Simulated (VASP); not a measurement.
# BP (F-43m) in VASP: further runs

BP is run at these levels: PBE; tasks: single point.

All numbers are computed with VASP 6.6.1; they aren't measurements. Logs are shortened: lines on timing, memory, paths and dates and some standing lists are left out, and cuts for length are marked.

## 1. The cell of the first run

It takes space group F-43m (No. 216, cubic). The conventional cell has a = 4.537 Å, b = 4.537 Å, c = 4.537 Å, α = 90.00°, β = 90.00°, γ = 90.00°. B (site symmetry -43m) has 4 P at 1.96 Å within 2.6 Å. Within 2.6 Å of P (site symmetry -43m) lie 4 B at 1.96 Å.

## 2. Single point, PBE

INCAR reads:

```
SYSTEM = BP
ALGO = Normal ; EDIFF = 1E-7
ENCUT = 520 ; GGA = PE
ISIF = 2 ; ISMEAR = 1
LASPH = .True. ; LCHARG = .False.
LREAL = .False. ; LWAVE = .False.
NBANDS = 11 ; NELM = 60
PREC = Accurate ; SIGMA = 0.05
```

KPOINTS reads:

```
k-points
0
Gamma
  6 6 6
  0 0 0
```

POSCAR reads:

```
BP
1.0
    0.0000000000      2.2683155501      2.2683155501
    2.2683155501      0.0000000000      2.2683155501
    2.2683155501      2.2683155501      0.0000000000
B P
1 1
Direct
    0.0000000000      0.0000000000      0.0000000000
    0.2500000000      0.2500000000      0.2500000000
```

Potentials or basis: VASP PAW PBE potentials, release 64 (B, P).

Command:

```bash
> cat potpaw_PBE.64/B/POTCAR potpaw_PBE.64/P/POTCAR > POTCAR
> mpirun -np 1 vasp_std > vasp.out
```

OUTCAR:

```text
SYSTEM = BP
   EDIFF = 1E-7
   ENCUT = 520
   GGA = PE
   ISIF = 2
   ISMEAR = 1
   LASPH = .True.
   LREAL = .False.
   NELM = 60
   PREC = Accurate

 ion  position               nearest neighbor table
   1  0.000  0.000  0.000-   2 1.96   2 1.96   2 1.96   2 1.96
   2  0.250  0.250  0.250-   1 1.96   1 1.96   1 1.96   1 1.96

  LATTYP: Found a face centered cubic cell.
 ALAT       =     4.5366311002

  Lattice vectors:

 A1 = (   0.0000000000,   2.2683155501,   2.2683155501)
 A2 = (   2.2683155501,   0.0000000000,   2.2683155501)
 A3 = (   2.2683155501,   2.2683155501,   0.0000000000)

Analysis of symmetry for initial positions (statically):
=====================================================================
 Subroutine PRICEL returns:
 Original cell was already a primitive cell.

 Routine SETGRP: Setting up the symmetry group for a
 face centered cubic supercell.

 Subroutine GETGRP returns: Found 24 space group operations
 (whereof 24 operations were pure point group operations)
 out of a pool of 48 trial point group operations.

The static configuration has the point symmetry T_d .

Analysis of symmetry for dynamics (positions and initial velocities):
=====================================================================
 Subroutine PRICEL returns:
 Original cell was already a primitive cell.

 Routine SETGRP: Setting up the symmetry group for a
 face centered cubic supercell.

 Subroutine GETGRP returns: Found 24 space group operations
 (whereof 24 operations were pure point group operations)
 out of a pool of 48 trial point group operations.

The dynamic configuration has the point symmetry T_d .

 Subroutine INISYM returns: Found 24 space group operations
 (whereof 24 operations are pure point group operations),
 and found     1 'primitive' translations

----------------------------------------------------------------------------------------

                                     Primitive cell

  volume of cell :      23.3421

  direct lattice vectors                    reciprocal lattice vectors
     0.000000000  2.268315550  2.268315550    -0.220427885  0.220427885  0.220427885
     2.268315550  0.000000000  2.268315550     0.220427885 -0.220427885  0.220427885
     2.268315550  2.268315550  0.000000000     0.220427885  0.220427885 -0.220427885

  length of vectors
     3.207882615  3.207882615  3.207882615     0.381792297  0.381792297  0.381792297

  position of ions in fractional coordinates (direct lattice)
     0.000000000  0.000000000  0.000000000
     0.250000000  0.250000000  0.250000000

  ion indices of the primitive-cell ions
   primitive index   ion index
                 1           1
                 2           2

----------------------------------------------------------------------------------------

 KPOINTS: k-points

Automatic generation of k-mesh.
 Grid dimensions read from file:
 generate k-points for:    6    6    6

 Generating k-lattice:

  Cartesian coordinates                     Fractional coordinates (reciprocal lattice)
    -0.036737981  0.036737981  0.036737981     0.166666667  0.000000000  0.000000000
     0.036737981 -0.036737981  0.036737981     0.000000000  0.166666667  0.000000000
     0.036737981  0.036737981 -0.036737981     0.000000000  0.000000000  0.166666667

  Length of vectors
     0.063632049  0.063632049  0.063632049

  Shift w.r.t. Gamma in fractional coordinates (k-lattice)
     0.000000000  0.000000000  0.000000000

 Subroutine IBZKPT returns following result:
 ===========================================

 Found     16 irreducible k-points:

 Following reciprocal coordinates:
            Coordinates               Weight
  0.000000  0.000000  0.000000      1.000000
  0.166667  0.000000  0.000000      8.000000
  0.333333  0.000000  0.000000      8.000000
  0.500000  0.000000  0.000000      4.000000
  0.166667  0.166667  0.000000      6.000000
  0.333333  0.166667  0.000000     24.000000
[... 8 lines left out ...]
 -0.333333  0.333333  0.166667     24.000000
 -0.333333  0.500000  0.166667     12.000000
   k-points           NKPTS =     16   k-points in BZ     NKDIM =     16   number of bands    NBANDS=     11
   number of dos      NEDOS =    301   number of ions     NIONS =      2
   total plane-waves  NPLWV =  13824
   dimension x,y,z NGX =    24 NGY =   24 NGZ =   24
   dimension x,y,z NGXF=    48 NGYF=   48 NGZF=   48
   ions per type =               1   1
   NGX,Y,Z   is equivalent  to a cutoff of  12.44, 12.44, 12.44 a.u.
   NGXF,Y,Z  is equivalent  to a cutoff of  24.88, 24.88, 24.88 a.u.
 SYSTEM =  BP
   PREC   = accura    normal or accurate (medium, high low for compatibility)
   ISTART =      0    job   : 0-new  1-cont  2-samecut
   ICHARG =      2    charge: 1-file 2-atom 10-const
   ISPIN  =      1    spin polarized calculation?
   LNONCOLLINEAR =      F non collinear calculations
   LSORBIT =      F    spin-orbit coupling
   LASPH  =      T    aspherical Exc in radial PAW
   ENCUT  =  520.0 eV  38.22 Ry    6.18 a.u.   5.96  5.96  5.96*2*pi/ulx,y,z
   NELM   =     60;   NELMIN=  2; NELMDL= -5     # of ELM steps
   EDIFF  = 0.1E-06   stopping-criterion for ELM
   LREAL  =      F    real-space projection
   EDIFFG = 0.1E-05   stopping-criterion for IOM
   NSW    =      0    number of steps for IOM
   IBRION =     -1    ionic relax: 0-MD 1-quasi-New 2-CG
   NFREE  =      0    steps in history (QN), initial steepest desc. (CG)
   ISIF   =      2    stress and relaxation
   ISYM   =      2    0-nonsym 1-usesym 2-fastsym
   POTIM  = 0.5000    time-step for ionic-motion
   TEBEG  =    0.0;   TEEND  =   0.0 temperature during run
   PSTRESS=    0.0 pullay stress
   NELECT =       8.0000    total number of electrons
   NUPDOWN=      -1.0000    fix difference up-down
   EMIN   =  10.00;   EMAX   =-10.00  energy-range for DOS
   EFERMI =   0.00;   METHOD = LEGACY
   ISMEAR =     1;   SIGMA  =   0.05  broadening in eV -4-tet -1-fermi 0-gaus
   EFERMI_NEDOS =   21; number of points for ismear=-14 and -15
   IALGO  =     38    algorithm
   IMIX   =      4    mixing-type and parameters
     AMIX     =   0.40;   BMIX     =  1.00
     AMIX_MAG =   1.60;   BMIX_MAG =  1.00
  volume/ion in A,a.u.               =      11.67        78.76
  Fermi-wavevector in a.u.,A,eV,Ry     =   1.145666  2.164995 17.858335  1.312551
  Thomas-Fermi vector in A             =   2.282353
   LORBIT       =      0    0 simple, 1 ext, 2 COOP (PROOUT), +10 PAW based schemes
   GGA     = PE    functional components
   LHFCALC =     F    Hartree Fock is set to
   AEXX    =    0.0000 exact exchange contribution
   IVDW    =     0    specifies the selected vdW correction
   LEPSILON=     F    determine dielectric tensor
   LRPA    =     F    only Hartree local field effects (RPA)
 non-spin polarized calculation
 Methfessel and Paxton  Order N= 1 SIGMA  =   0.05
  energy-cutoff  :      520.00
  volume of cell :       23.34
 maximum number of plane-waves:       636
   NGX = 11   NGY = 11   NGZ = 11

 number of electron       8.0000000 magnetization

 Free energy of the ion-electron system (eV)
  ---------------------------------------------------
  ext. energy  EPLUGINS =         0.00000000
  ---------------------------------------------------
  free energy    TOTEN  =       -12.91314141 eV

  energy without entropy =      -12.91318167  energy(sigma->0) =      -12.91315483

 E-fermi :   7.4919     XC(G=0): -10.9082

 val. band max:        7.4497850338   @ k =   0.0000   0.0000   0.0000
 cond. band min:       8.7769541387   @ k =   0.5000   0.5000   0.0000
 fundamental gap:      1.3271691049
 Fermi energy:         7.4918789878

 k-point     1 :       0.0000    0.0000    0.0000
  band No.  band energies     occupation
      1      -8.0209      2.00000
      2       7.4498      2.00000
      3       7.4498      2.00000
      4       7.4498      2.00000
      5      10.8490      0.00000
      6      10.8490      0.00000
      7      10.8490      0.00000
      8      14.8380      0.00000
      9      18.9670      0.00000
     10      19.5771      0.00000
     11      19.5771      0.00000

 k-point     2 :       0.1667    0.0000    0.0000
  band No.  band energies     occupation
      1      -7.5227      2.00000
      2       4.6104      2.00000
      3       6.7837      2.00000
      4       6.7837      2.00000
      5      11.4727      0.00000
      6      11.7553      0.00000
      7      11.7553      0.00000
      8      16.1222      0.00000
      9      18.3891      0.00000
     10      18.3891      0.00000
     11      20.2077      0.00000

 k-point     3 :       0.3333    0.0000    0.0000
  band No.  band energies     occupation
      1      -6.1043      2.00000
      2       0.7128      2.00000
      3       5.9799      2.00000
      4       5.9799      2.00000
      5      11.3519      0.00000
      6      12.3068      0.00000
      7      12.3068      0.00000
      8      17.5615      0.00000
      9      19.3414      0.00000
     10      19.3414      0.00000
     11      20.8859      0.00000

 k-point     4 :       0.5000    0.0000    0.0000
  band No.  band energies     occupation
      1      -4.6933      2.00000
      2      -1.5922      2.00000
      3       5.6903      2.00000
      4       5.6903      2.00000
      5      11.2353      0.00000
      6      12.1607      0.00000
      7      12.1607      0.00000
      8      17.5776      0.00000
      9      22.0787      0.00000
     10      22.0787      0.00000
     11      22.2876      0.00000
[... 127 lines left out ...]
 k-point    14 :       0.5000    0.3333    0.1667
  band No.  band energies     occupation
      1      -4.8804      2.00000
      2       0.9197      2.00000
      3       2.4380      2.00000
      4       4.1817      2.00000
      5      11.4563      0.00000
      6      12.9894      0.00000
      7      13.9261      0.00000
      8      16.9715      0.00000
      9      20.1722      0.00000
     10      21.0216      0.00000
     11      25.1673      0.00000

 k-point    15 :      -0.3333    0.3333    0.1667
  band No.  band energies     occupation
      1      -3.5758      2.00000
      2      -0.6731      2.00000
      3       1.9431      2.00000
      4       3.4695      2.00000
      5      11.9618      0.00000
      6      13.1571      0.00000
      7      16.0622      0.00000
      8      16.6207      0.00000
      9      17.9454      0.00000
     10      22.2850      0.00000
     11      25.0112      0.00000

 k-point    16 :      -0.3333    0.5000    0.1667
  band No.  band energies     occupation
      1      -2.9614      2.00000
      2      -0.7792      2.00000
      3       2.1427      2.00000
      4       2.2663      2.00000
      5      11.2803      0.00000
      6      11.8993      0.00000
      7      16.5808      0.00000
      8      17.2357      0.00000
      9      20.3987      0.00000
     10      23.6540      0.00000
     11      23.9374      0.00000

------------------------ aborting loop because EDIFF is reached ----------------------------------------

  FORCE on cell =-STRESS in cart. coord.  units (eV):
  Direction    XX          YY          ZZ          XY          YZ          ZX
  --------------------------------------------------------------------------------------
  -------------------------------------------------------------------------------------
  Total        0.1720038      0.1720038      0.1720038     -0.0000000      0.0000000     -0.0000000
  in kB       11.8061461     11.8061461     11.8061461     -0.0000000      0.0000000     -0.0000000
  external PRESSURE =      11.8061461 kB  Pullay stress =       0.0000000 kB

 VOLUME and BASIS-vectors are now :
 -----------------------------------------------------------------------------
  energy-cutoff  :      520.00
  volume of cell :       23.34
      direct lattice vectors                 reciprocal lattice vectors
     0.000000000  2.268315550  2.268315550    -0.220427885  0.220427885  0.220427885
     2.268315550  0.000000000  2.268315550     0.220427885 -0.220427885  0.220427885
     2.268315550  2.268315550  0.000000000     0.220427885  0.220427885 -0.220427885

 POSITION                                       TOTAL-FORCE (eV/Angst)
 -----------------------------------------------------------------------------------
      0.00000      0.00000      0.00000         0.000000      0.000000      0.000000
      1.13416      1.13416      1.13416        -0.000000     -0.000000     -0.000000
 -----------------------------------------------------------------------------------
    total drift:                                0.000000      0.000000      0.000000

  FREE ENERGIE OF THE ION-ELECTRON SYSTEM (eV)
  ---------------------------------------------------
  free  energy   TOTEN  =       -12.9131414101 eV

  energy  without entropy=      -12.9131816733  energy(sigma->0) =      -12.91315483
```

It took 5.4 s on 1 thread of Intel Xeon 8259CL, shared host; peak memory 0.13 GiB.

What came out:

- Free energy: -12.9131 eV
- Pressure: 1.2 GPa
- Band gap on the k mesh: 1.33 eV, indirect (least direct gap 3.40 eV)

## 3. Single point, PBE

INCAR reads:

```
SYSTEM = BP
PREC     = Accurate       ! precision mode
ENCUT    = 520            ! plane-wave cutoff, eV
EDIFF    = 1E-7           ! SCF threshold, eV
ISMEAR   = 1              ! smearing method
SIGMA    = 0.5            ! smearing width, eV
LREAL    = .False.        ! projectors in reciprocal space
LASPH    = .True.         ! aspherical terms in the spheres
NELM     = 60             ! most SCF steps
ALGO     = Normal         ! electronic algorithm
ISIF     = 2              ! what is computed and relaxed
LWAVE    = .False.        ! write WAVECAR
LCHARG   = .False.        ! write CHGCAR
GGA      = PE             ! functional
NBANDS   = 11             ! bands
```

KPOINTS reads:

```
Automatic mesh
0
Gamma
  6 6 6
  0 0 0
```

POSCAR is that of step 2.

Potentials or basis: VASP PAW PBE potentials, release 64 (B, P).

Command:

```bash
> cat potpaw_PBE.64/B/POTCAR potpaw_PBE.64/P/POTCAR > POTCAR
> mpirun -np 1 vasp_std > vasp.out
```

Run time: 5.8 s. Hardware: 1 thread of Intel Xeon 8259CL, shared host; peak memory 0.13 GiB.

The run converged. Its results:

| Property | Result |
| --- | --- |
| Free energy | -12.9114 eV |
| Pressure | 1.2 GPa |
| Band gap on the k mesh | 1.33 eV, indirect (least direct gap 3.40 eV) |

Levels at points of the mesh, in eV from the valence-band top:
```csv
k point,band 1,band 2,band 3,band 4,band 5,band 6,band 7,band 8,band 9
"(0.00, 0.00, 0.00)",-15.47,0.00,0.00,0.00,3.40,3.40,3.40,7.39,11.52
"(0.50, 0.00, 0.00)",-12.14,-9.04,-1.76,-1.76,3.79,4.71,4.71,10.13,14.63
"(0.50, 0.50, 0.00)",-10.61,-8.59,-4.12,-4.12,1.33,1.66,12.13,12.13,15.24
```

A k mesh can miss the band edges.
